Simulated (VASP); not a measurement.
Input of a VASP 6.6.1 run:

The input POSCAR:

```
In
1.0
    3.3354847820      0.0000000000      0.0000000000
   -1.6677423910      2.8886145552      0.0000000000
    0.0000000000      0.0000000000      5.5091429200
In
2
Direct
    0.6666666667      0.3333333333      0.7500000000
    0.3333333333      0.6666666667      0.2500000000
```

INCAR.step1

```
SYSTEM = In
ALGO     = Normal         ! electronic algorithm
EDIFF    = 1E-5           ! SCF threshold, eV
ENCUT    = 520            ! plane-wave cutoff, eV
GGA      = PE             ! functional
ISIF     = 2              ! what is computed and relaxed
ISMEAR   = -1             ! smearing method
LASPH    = .True.         ! aspherical terms in the spheres
LREAL    = .False.        ! projectors in reciprocal space
LWAVE    = .True.         ! write WAVECAR
NBANDS   = 20             ! bands
NELM     = 80             ! most SCF steps
PREC     = Accurate       ! precision mode
SIGMA    = 0.05           ! smearing width, eV
```

INCAR.step2

```
SYSTEM = In
AEXX     = 0.25           ! exact-exchange fraction
ALGO     = Normal         ! electronic algorithm
EDIFF    = 1E-6           ! SCF threshold, eV
ENCUT    = 520            ! plane-wave cutoff, eV
GGA      = PE             ! functional
ISIF     = 2              ! what is computed and relaxed
ISMEAR   = -1             ! smearing method
ISTART   = 1            
LASPH    = .True.         ! aspherical terms in the spheres
LCHARG   = .True.         ! write CHGCAR
LELF     = .True.         ! ELF
LHFCALC  = .True.         ! exact exchange
LREAL    = .False.        ! projectors in reciprocal space
LVHAR    = .True.       
LWAVE    = .False.        ! write WAVECAR
NBANDS   = 20             ! bands
NELM     = 80             ! most SCF steps
PREC     = Accurate       ! precision mode
PRECFOCK = Normal       
SIGMA    = 0.05           ! smearing width, eV
```

Contents of KPOINTS:

```
k-points
0
Gamma
  5 5 3
  0 0 0
```

Potentials or basis: VASP PAW PBE potentials, release 64 (In_d).

Command:

```sh
$ cat potpaw_PBE.64/In_d/POTCAR > POTCAR
$ cp INCAR.step1 INCAR
$ mpirun -np 1 vasp_std > vasp.out
$ cp INCAR.step2 INCAR
$ mpirun -np 1 vasp_std > vasp.out
```

Problem. Predict the pressure.

Solution. -0.2 GPa.

Problem. Predict the band gap on the k mesh.

Solution. Zero (bands 13 and 14 overlap by 3.12 eV).

Stress tensor (GPa, compression positive):
```
-0.39  0.00  0.00
 0.00 -0.39  0.00
 0.00  0.00  0.16
```

Caveat: the k points lie up to 0.44 Å⁻¹ apart, too coarse for converged energies and pressures of a metal; the PAW data sets were made with another functional, which shifts forces and pressure a little; spin-orbit coupling is left out, which moves the levels of the heavy elements.
